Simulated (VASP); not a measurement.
# Au (P6_3/mmc) in VASP: further runs

The runs below take Au through single point, with r2SCAN.

Program: VASP 6.6.1. These are calculated values, not measurements. Logs are shortened: lines on timing, memory, paths and dates and some standing lists are left out, and cuts for length are marked.

### Step 1. The cell of the first run

Symmetry: P6_3/mmc, No. 194, hexagonal system. Conventional cell: a = 3.035 Å, b = 3.035 Å, c = 4.743 Å, α = 90.00°, β = 90.00°, γ = 120.00°. Within 3.9 Å of Au (site symmetry -6m2) lie 12 Au at 2.95 to 3.03 Å.

This isn't the form of Au at room conditions, which is fcc.

### Step 2. Single point, r2SCAN (strain +0.050 along x and y, -0.025 along z)

File POSCAR:

```
Au
1.0
    3.0348072020      0.0000000000      0.0000000000
   -1.5174036010      2.6282201326      0.0000000000
    0.0000000000      0.0000000000      4.7430978028
Au
2
Direct
    0.3333333333      0.6666666667      0.7500000000
    0.6666666667      0.3333333333      0.2500000000
```

File INCAR.step1:

```
SYSTEM = Au
PREC = Accurate
ENCUT = 520
ISMEAR = 0
SIGMA = 0.15
LREAL = .FALSE.
LASPH = .TRUE.
NELM = 80
NBANDS = 18
GGA = PE
ALGO = Normal
EDIFF = 1E-4
LWAVE = .TRUE.
LCHARG = .FALSE.
```

File INCAR.step2:

```
SYSTEM = Au
PREC = Accurate
ENCUT = 520
EDIFF = 1E-7
ISMEAR = 0
SIGMA = 0.15
LREAL = .FALSE.
LASPH = .TRUE.
NELM = 80
ALGO = Normal
ISIF = 2
LWAVE = .FALSE.
LCHARG = .FALSE.
METAGGA = R2SCAN
LMIXTAU = .TRUE.
NBANDS = 18
ISTART = 1
```

File KPOINTS:

```
Automatic mesh
0
G
  24 24 12
  0 0 0
```

Potentials or basis: VASP PAW PBE potentials, release 64 (Au).

On the command line:

```console
> cat potpaw_PBE.64/Au/POTCAR > POTCAR
> cp INCAR.step1 INCAR
> mpirun -np 1 vasp_std > vasp.out
> cp INCAR.step2 INCAR
> mpirun -np 1 vasp_std > vasp.out
```

OUTCAR:

```text
SYSTEM = Au
   PREC = Accurate
   ENCUT = 520
   EDIFF = 1E-7
   ISMEAR = 0
   LREAL = .FALSE.
   LASPH = .TRUE.
   NELM = 80
   ISIF = 2
   METAGGA = R2SCAN
   ISTART = 1

 ion  position               nearest neighbor table
   1  0.333  0.667  0.750-   2 2.95   2 2.95   2 2.95   2 2.95   2 2.95   2 2.95
   2  0.667  0.333  0.250-   1 2.95   1 2.95   1 2.95   1 2.95   1 2.95   1 2.95

  LATTYP: Found a hexagonal cell.
 ALAT       =     3.0348072020
 C/A-ratio  =     1.5628992180

  Lattice vectors:

 A1 = (   3.0348072020,   0.0000000000,   0.0000000000)
 A2 = (  -1.5174036010,   2.6282201326,   0.0000000000)
 A3 = (   0.0000000000,   0.0000000000,   4.7430978028)

Analysis of symmetry for initial positions (statically):
=====================================================================
 Subroutine PRICEL returns:
 Original cell was already a primitive cell.

 Routine SETGRP: Setting up the symmetry group for a
 hexagonal supercell.

 Subroutine GETGRP returns: Found 24 space group operations
 (whereof 12 operations were pure point group operations)
 out of a pool of 24 trial point group operations.

The static configuration has the point symmetry D_3d.
 The point group associated with its full space group is D_6h.

Analysis of symmetry for dynamics (positions and initial velocities):
=====================================================================
 Subroutine PRICEL returns:
 Original cell was already a primitive cell.

 Routine SETGRP: Setting up the symmetry group for a
 hexagonal supercell.

 Subroutine GETGRP returns: Found 24 space group operations
 (whereof 12 operations were pure point group operations)
 out of a pool of 24 trial point group operations.

The dynamic configuration has the point symmetry D_3d.
 The point group associated with its full space group is D_6h.

 Subroutine INISYM returns: Found 24 space group operations
 (whereof 12 operations are pure point group operations),
 and found     1 'primitive' translations

----------------------------------------------------------------------------------------

                                     Primitive cell

  volume of cell :      37.8316

  direct lattice vectors                    reciprocal lattice vectors
     3.034807202  0.000000000  0.000000000     0.329510224  0.190242816  0.000000000
    -1.517403601  2.628220133  0.000000000     0.000000000  0.380485633  0.000000000
     0.000000000  0.000000000  4.743097803     0.000000000  0.000000000  0.210832676

  length of vectors
     3.034807202  3.034807202  4.743097803     0.380485633  0.380485633  0.210832676

  position of ions in fractional coordinates (direct lattice)
     0.333333333  0.666666667  0.750000000
     0.666666667  0.333333333  0.250000000

  ion indices of the primitive-cell ions
   primitive index   ion index
                 1           1
                 2           2

----------------------------------------------------------------------------------------

 KPOINTS: Automatic mesh

Automatic generation of k-mesh.
 Grid dimensions read from file:
 generate k-points for:   24   24   12

 Generating k-lattice:

  Cartesian coordinates                     Fractional coordinates (reciprocal lattice)
     0.013729593  0.007926784  0.000000000     0.041666667  0.000000000  0.000000000
     0.000000000  0.015853568  0.000000000     0.000000000  0.041666667  0.000000000
     0.000000000  0.000000000  0.017569390     0.000000000  0.000000000  0.083333333

  Length of vectors
     0.015853568  0.015853568  0.017569390

  Shift w.r.t. Gamma in fractional coordinates (k-lattice)
     0.000000000  0.000000000  0.000000000

 Subroutine IBZKPT returns following result:
 ===========================================

 Found    427 irreducible k-points:

 Following reciprocal coordinates:
            Coordinates               Weight
  0.000000  0.000000  0.000000      1.000000
  0.041667  0.000000  0.000000      6.000000
  0.083333  0.000000  0.000000      6.000000
  0.125000  0.000000  0.000000      6.000000
  0.166667  0.000000  0.000000      6.000000
  0.208333  0.000000  0.000000      6.000000
[... 16 lines left out ...]
  0.416667  0.041667  0.000000     12.000000
  0.458333  0.041667  0.000000     12.000000
 [... further k-points ...]
   k-points           NKPTS =    427   k-points in BZ     NKDIM =    427   number of bands    NBANDS=     18
   number of dos      NEDOS =    301   number of ions     NIONS =      2
   total plane-waves  NPLWV =  20736
   dimension x,y,z NGX =    24 NGY =   24 NGZ =   36
   dimension x,y,z NGXF=    48 NGYF=   48 NGZF=   72
   ions per type =               2
   NGX,Y,Z   is equivalent  to a cutoff of  13.15, 13.15, 12.62 a.u.
   NGXF,Y,Z  is equivalent  to a cutoff of  26.29, 26.29, 25.24 a.u.
 SYSTEM =  Au
   PREC   = accura    normal or accurate (medium, high low for compatibility)
   ISTART =      1    job   : 0-new  1-cont  2-samecut
   ICHARG =      0    charge: 1-file 2-atom 10-const
   ISPIN  =      1    spin polarized calculation?
   LNONCOLLINEAR =      F non collinear calculations
   LSORBIT =      F    spin-orbit coupling
   LASPH  =      T    aspherical Exc in radial PAW
   ENCUT  =  520.0 eV  38.22 Ry    6.18 a.u.   5.64  5.64  8.82*2*pi/ulx,y,z
   NELM   =     80;   NELMIN=  2; NELMDL=  0     # of ELM steps
   EDIFF  = 0.1E-06   stopping-criterion for ELM
   LREAL  =      F    real-space projection
   EDIFFG = 0.1E-05   stopping-criterion for IOM
   NSW    =      0    number of steps for IOM
   IBRION =     -1    ionic relax: 0-MD 1-quasi-New 2-CG
   NFREE  =      0    steps in history (QN), initial steepest desc. (CG)
   ISIF   =      2    stress and relaxation
   ISYM   =      2    0-nonsym 1-usesym 2-fastsym
   POTIM  = 0.5000    time-step for ionic-motion
   TEBEG  =    0.0;   TEEND  =   0.0 temperature during run
   PSTRESS=    0.0 pullay stress
   NELECT =      22.0000    total number of electrons
   NUPDOWN=      -1.0000    fix difference up-down
   EMIN   =  10.00;   EMAX   =-10.00  energy-range for DOS
   EFERMI =   0.00;   METHOD = LEGACY
   ISMEAR =     0;   SIGMA  =   0.15  broadening in eV -4-tet -1-fermi 0-gaus
   EFERMI_NEDOS =   21; number of points for ismear=-14 and -15
   IALGO  =     38    algorithm
   IMIX   =      4    mixing-type and parameters
     AMIX     =   0.40;   BMIX     =  1.00
     AMIX_MAG =   1.60;   BMIX_MAG =  1.00
  volume/ion in A,a.u.               =      18.92       127.65
  Fermi-wavevector in a.u.,A,eV,Ry     =   1.366462  2.582238 25.405032  1.867217
  Thomas-Fermi vector in A             =   2.492600
   LORBIT       =      0    0 simple, 1 ext, 2 COOP (PROOUT), +10 PAW based schemes
   METAGGA = R2SCAN    functional components
   LHFCALC =     F    Hartree Fock is set to
   AEXX    =    0.0000 exact exchange contribution
   IVDW    =     0    specifies the selected vdW correction
   LEPSILON=     F    determine dielectric tensor
   LRPA    =     F    only Hartree local field effects (RPA)
 non-spin polarized calculation
 Gauss-broadening in eV      SIGMA  =   0.15
  energy-cutoff  :      520.00
  volume of cell :       37.83
 maximum number of plane-waves:      1034
 NGX is ok and might be reduce to    24
   NGX = 11   NGY = 11   NGZ = 17

 number of electron      22.0000003 magnetization

 Free energy of the ion-electron system (eV)
  ---------------------------------------------------
  ext. energy  EPLUGINS =         0.00000000
  ---------------------------------------------------
  free energy    TOTEN  =      -101.08196511 eV

  energy without entropy =     -101.07413427  energy(sigma->0) =     -101.07804969

 E-fermi :   7.6935     XC(G=0): -12.8893

 val. band max:        7.6929765026   @ k =   0.2917   0.2500   0.0833
 cond. band min:       7.6993397607   @ k =   0.3333   0.2083   0.0000
 fundamental gap:      0.0063632581
 Fermi energy:         7.6935153253

 k-point     1 :       0.0000    0.0000    0.0000
  band No.  band energies     occupation
      1      -1.3002      2.00000
      2       1.1266      2.00000
      3       3.3892      2.00000
      4       3.3892      2.00000
      5       3.5020      2.00000
      6       3.7278      2.00000
[... 10 lines left out ...]
     17      25.0944      0.00000
     18      25.3070      0.00000

 k-point     2 :       0.0417    0.0000    0.0000
  band No.  band energies     occupation
      1      -1.2514      2.00000
      2       1.1620      2.00000
      3       3.3108      2.00000
      4       3.4187      2.00000
      5       3.5780      2.00000
      6       3.7147      2.00000
[... 10 lines left out ...]
     17      25.3506      0.00000
     18      25.3782      0.00000

 k-point     3 :       0.0833    0.0000    0.0000
  band No.  band energies     occupation
      1      -1.1064      2.00000
      2       1.2639      2.00000
      3       3.1901      2.00000
      4       3.5062      2.00000
      5       3.6616      2.00000
      6       3.7131      2.00000
[... 10 lines left out ...]
     17      25.4675      0.00000
     18      25.7054      0.00000

 k-point     4 :       0.1250    0.0000    0.0000
  band No.  band energies     occupation
      1      -0.8702      2.00000
      2       1.4188      2.00000
      3       3.0665      2.00000
      4       3.6125      2.00000
      5       3.6484      2.00000
      6       3.6537      2.00000
[... 375 lines left out ...]
      4       3.1352      2.00000
      5       3.7019      2.00000
      6       3.8171      2.00000
[... 10 lines left out ...]
     17      20.7942      0.00000
     18      23.2791      0.00000

 k-point    23 :       0.4167    0.0417    0.0000
  band No.  band energies     occupation
      1       1.4573      2.00000
      2       1.5706      2.00000
      3       1.9762      2.00000
      4       3.0932      2.00000
      5       3.7768      2.00000
      6       3.9183      2.00000
[... 10 lines left out ...]
     17      20.1435      0.00000
     18      23.0241      0.00000

 k-point    24 :       0.4583    0.0417    0.0000
  band No.  band energies     occupation
      1       1.5006      2.00000
      2       1.5338      2.00000
      3       1.9209      2.00000
      4       3.0718      2.00000
      5       3.7563      2.00000
      6       3.9975      2.00000
[... 10 lines left out ...]
     17      19.7386      0.00000
     18      22.8968      0.00000

 [... further k-points ...]

------------------------ aborting loop because EDIFF is reached ----------------------------------------

  FORCE on cell =-STRESS in cart. coord.  units (eV):
  Direction    XX          YY          ZZ          XY          YZ          ZX
  --------------------------------------------------------------------------------------
  -------------------------------------------------------------------------------------
  Total       -2.2287105     -2.2287105     -1.5054208      0.0000000     -0.0000000      0.0000000
  in kB      -94.3863763    -94.3863764    -63.7549019      0.0000000     -0.0000000      0.0000000
  external PRESSURE =     -84.1758849 kB  Pullay stress =       0.0000000 kB

 VOLUME and BASIS-vectors are now :
 -----------------------------------------------------------------------------
  energy-cutoff  :      520.00
  volume of cell :       37.83
      direct lattice vectors                 reciprocal lattice vectors
     3.034807202  0.000000000  0.000000000     0.329510224  0.190242816  0.000000000
    -1.517403601  2.628220133  0.000000000     0.000000000  0.380485633  0.000000000
     0.000000000  0.000000000  4.743097803     0.000000000  0.000000000  0.210832676

 POSITION                                       TOTAL-FORCE (eV/Angst)
 -----------------------------------------------------------------------------------
     -0.00000      1.75215      3.55732         0.000000     -0.000000      0.000000
      1.51740      0.87607      1.18577        -0.000000      0.000000      0.000000
 -----------------------------------------------------------------------------------
    total drift:                               -0.000000      0.000000     -0.000000

  FREE ENERGIE OF THE ION-ELECTRON SYSTEM (eV)
  ---------------------------------------------------
  free  energy   TOTEN  =      -101.0819651050 eV

  energy  without entropy=     -101.0741342665  energy(sigma->0) =     -101.07804969
```

Wall time 12 min (1 thread of Intel Xeon Platinum 8375C at 2.90GHz (Ice Lake), shared host); peak memory 0.35 GiB.

Results:

| Property | Result |
| --- | --- |
| Free energy | -101.0820 eV |
| Pressure | -8.4 GPa |
| Band gap on the k mesh | zero (bands 11 and 12 overlap by 6.48 eV) |

Stress tensor (GPa, compression positive):
```
-9.44  0.00  0.00
 0.00 -9.44  0.00
 0.00  0.00 -6.38
```

Levels at points of the mesh, in eV from the Fermi level:
```
           k point  band 7  band 8  band 9  band 10  band 11  band 12  band 13  band 14  band 15  band 16
(0.00, 0.00, 0.00)   -3.97   -3.78   -3.78    -2.27    -2.27    -0.01     3.17    15.00    17.06    17.06
(0.50, 0.00, 0.00)   -3.51   -2.26   -2.02    -1.93     0.16     0.96     6.35     7.38     7.64     9.68
(0.00, 0.00, 0.50)   -4.34   -4.34   -2.68    -2.68    -2.68    -2.68    12.03    12.03    15.19    15.19
(0.50, 0.00, 0.50)   -2.40   -2.40   -2.11    -2.11     0.72     0.72     3.44     3.44    13.12    13.12
```

Caveat: the cell differs from its parent crystal (strain +0.050 along x and y, -0.025 along z); the cell stands under tension; the PAW data sets were made with another functional, which shifts forces and pressure a little; spin-orbit coupling is left out, which moves the levels of the heavy elements.

### Step 3. Single point, r2SCAN (strain +0.025 along x and y, +0.025 along z)

File POSCAR:

```
Au
1.0
    2.9625498877      0.0000000000      0.0000000000
   -1.4812749439      2.5656434627      0.0000000000
    0.0000000000      0.0000000000      4.9863335876
Au
2
Direct
    0.3333333333      0.6666666667      0.7500000000
    0.6666666667      0.3333333333      0.2500000000
```

File INCAR.step1:

```
SYSTEM = Au
  PREC = Accurate
  ENCUT = 520
  ISMEAR = 0
  SIGMA = 0.15
  LREAL = .FALSE.
  LASPH = .TRUE.
  NELM = 60
  NBANDS = 18
  GGA = PE
  ALGO = Normal
  EDIFF = 1E-4
  LWAVE = .TRUE.
  LCHARG = .FALSE.
```

File INCAR.step2:

```
SYSTEM = Au
  PREC = Accurate
  ENCUT = 520
  EDIFF = 1E-6
  ISMEAR = 0
  SIGMA = 0.15
  LREAL = .FALSE.
  LASPH = .TRUE.
  NELM = 60
  ALGO = Normal
  ISIF = 2
  LWAVE = .FALSE.
  LCHARG = .TRUE.
  METAGGA = R2SCAN
  LMIXTAU = .TRUE.
  LELF = .TRUE.
  LVHAR = .TRUE.
  NBANDS = 18
  ISTART = 1
```

KPOINTS is that of step 2.

Potentials or basis: VASP PAW PBE potentials, release 64 (Au).

On the command line:

```console
> cat potpaw_PBE.64/Au/POTCAR > POTCAR
> cp INCAR.step1 INCAR
> mpirun -np 1 vasp_std > vasp.out
> cp INCAR.step2 INCAR
> mpirun -np 1 vasp_std > vasp.out
```

OUTCAR:

```text
SYSTEM = Au
   PREC = Accurate
   ENCUT = 520
   EDIFF = 1E-6
   ISMEAR = 0
   LREAL = .FALSE.
   LASPH = .TRUE.
   NELM = 60
   ISIF = 2
   METAGGA = R2SCAN
   ISTART = 1

 ion  position               nearest neighbor table
   1  0.333  0.667  0.750-   2 3.02   2 3.02   2 3.02   2 3.02   2 3.02   2 3.02
   2  0.667  0.333  0.250-   1 3.02   1 3.02   1 3.02   1 3.02   1 3.02   1 3.02

  LATTYP: Found a hexagonal cell.
 ALAT       =     2.9625498877
 C/A-ratio  =     1.6831222348

  Lattice vectors:

 A1 = (   2.9625498877,   0.0000000000,   0.0000000000)
 A2 = (  -1.4812749439,   2.5656434627,   0.0000000000)
 A3 = (   0.0000000000,   0.0000000000,   4.9863335876)

Analysis of symmetry for initial positions (statically):
=====================================================================
 Subroutine PRICEL returns:
 Original cell was already a primitive cell.

 Routine SETGRP: Setting up the symmetry group for a
 hexagonal supercell.

 Subroutine GETGRP returns: Found 24 space group operations
 (whereof 12 operations were pure point group operations)
 out of a pool of 24 trial point group operations.

The static configuration has the point symmetry D_3d.
[... 162 lines left out ...]
  energy without entropy =     -101.09129354  energy(sigma->0) =     -101.09518014

 E-fermi :   7.6750     XC(G=0): -12.8801

 val. band max:        7.6557520748   @ k =   0.4167   0.0833   0.1667
 cond. band min:       7.6799451147   @ k =   0.2083   0.0833   0.2500
 fundamental gap:      0.0241930399
 Fermi energy:         7.6750335846

 k-point     1 :       0.0000    0.0000    0.0000
  band No.  band energies     occupation
      1      -1.3094      2.00000
      2       0.9222      2.00000
      3       3.0988      2.00000
      4       3.3539      2.00000
      5       3.3539      2.00000
      6       3.6107      2.00000
[... 481 lines left out ...]
      5       3.5426      2.00000
      6       3.7736      2.00000
[... 10 lines left out ...]
     17      19.2881      0.00000
     18      23.0533      0.00000

 [... further k-points ...]

------------------------ aborting loop because EDIFF is reached ----------------------------------------

  FORCE on cell =-STRESS in cart. coord.  units (eV):
  Direction    XX          YY          ZZ          XY          YZ          ZX
  --------------------------------------------------------------------------------------
  -------------------------------------------------------------------------------------
  Total       -2.1419281     -2.1419281     -2.0688423      0.0000000     -0.0000000      0.0000000
  in kB      -90.5466023    -90.5466023    -87.4570166      0.0000000     -0.0000000      0.0000000
  external PRESSURE =     -89.5167404 kB  Pullay stress =       0.0000000 kB

 VOLUME and BASIS-vectors are now :
 -----------------------------------------------------------------------------
  energy-cutoff  :      520.00
  volume of cell :       37.90
      direct lattice vectors                 reciprocal lattice vectors
     2.962549888  0.000000000  0.000000000     0.337547058  0.194882885  0.000000000
    -1.481274944  2.565643463  0.000000000     0.000000000  0.389765770  0.000000000
     0.000000000  0.000000000  4.986333588     0.000000000  0.000000000  0.200548155

 POSITION                                       TOTAL-FORCE (eV/Angst)
 -----------------------------------------------------------------------------------
     -0.00000      1.71043      3.73975         0.000000      0.000000      0.000000
      1.48127      0.85521      1.24658        -0.000000     -0.000000      0.000000
 -----------------------------------------------------------------------------------
    total drift:                               -0.000000      0.000000     -0.000000

  FREE ENERGIE OF THE ION-ELECTRON SYSTEM (eV)
  ---------------------------------------------------
  free  energy   TOTEN  =      -101.0990667371 eV

  energy  without entropy=     -101.0912935417  energy(sigma->0) =     -101.09518014
```

OUTCAR.step1:

```text
SYSTEM = Au
   PREC = Accurate
   ENCUT = 520
   ISMEAR = 0
   LREAL = .FALSE.
   LASPH = .TRUE.
[... 729 lines left out ...]
     -0.00000      1.71043      3.73975        -0.000000      0.000000      0.000000
      1.48127      0.85521      1.24658         0.000000      0.000000      0.000000
 -----------------------------------------------------------------------------------
    total drift:                               -0.000000      0.000000     -0.000000

  FREE ENERGIE OF THE ION-ELECTRON SYSTEM (eV)
  ---------------------------------------------------
  free  energy   TOTEN  =        -6.3923226716 eV

  energy  without entropy=       -6.3835692030  energy(sigma->0) =       -6.38794594
```

Wall time 11 min (1 thread of Intel Xeon Platinum 8375C at 2.90GHz (Ice Lake), shared host); peak memory 0.36 GiB.

What came out:

```
Free energy            : -101.0991 eV
Pressure               : -9.0 GPa
Band gap on the k mesh : zero (bands 11 and 12 overlap by 6.62 eV)
```

Stress tensor (GPa, compression positive):
```
-9.05  0.00  0.00
 0.00 -9.05  0.00
 0.00  0.00 -8.75
```

Caveat: the cell differs from its parent crystal (strain +0.025 along x and y, +0.025 along z); the cell stands under tension; the PAW data sets were made with another functional, which shifts forces and pressure a little; spin-orbit coupling is left out, which moves the levels of the heavy elements.

(Continued in part 2 of 2.)

The gap in the log of VASP goes by the Fermi energy; the results here count the filled bands.